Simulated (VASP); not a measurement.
Ti3InC, 5 atoms in the cell. It takes space group P4/mmm (No. 123, tetragonal). The conventional cell has a = 4.273 Å, b = 4.273 Å, c = 4.540 Å, α = 90.00°, β = 90.00°, γ = 90.00°. Ti (site symmetry 4/mmm) has 2 C at 2.27 Å and 4 In at 3.02 Å and 8 Ti at 3.12 Å within 3.2 Å. Within 2.8 Å of Ti (site symmetry mmm) lie 2 C at 2.14 Å. In (site symmetry 4/mmm) has 12 Ti at 3.02 to 3.12 Å and 8 C at 3.78 Å within 4.0 Å. C (site symmetry 4/mmm) has 6 Ti at 2.14 to 2.27 Å within 2.8 Å. 

```yaml
Program: VASP 6.6.1
Task: single point
Functional: PBEsol
Potentials_or_basis: VASP PAW PBE potentials, release 64 (Ti_sv, In_d, C)
Cutoff: 520 eV
k_mesh: 10 × 10 × 10
Occupations: gaussian, width 0.15 eV
Spin: no spin polarisation
Dipole_correction: no
Further_INCAR_settings: ALGO = Normal; EDIFF = 1e-06; NBANDS = 34
```

Potentials or basis: VASP PAW PBE potentials, release 64 (Ti_sv, In_d, C).

Run with:

```bash
$ cat potpaw_PBE.64/Ti_sv/POTCAR potpaw_PBE.64/In_d/POTCAR potpaw_PBE.64/C/POTCAR > POTCAR
$ mpirun -np 1 vasp_std > vasp.out
```

Hardware: 1 thread of AMD EPYC 7571, on a shared host.

Q: How long does it take, and how much memory?

A: Run time: 13 min on 1 thread of AMD EPYC 7571, on a shared host, peak memory 0.38 GiB. Counts: scf iterations 16, k points 126.
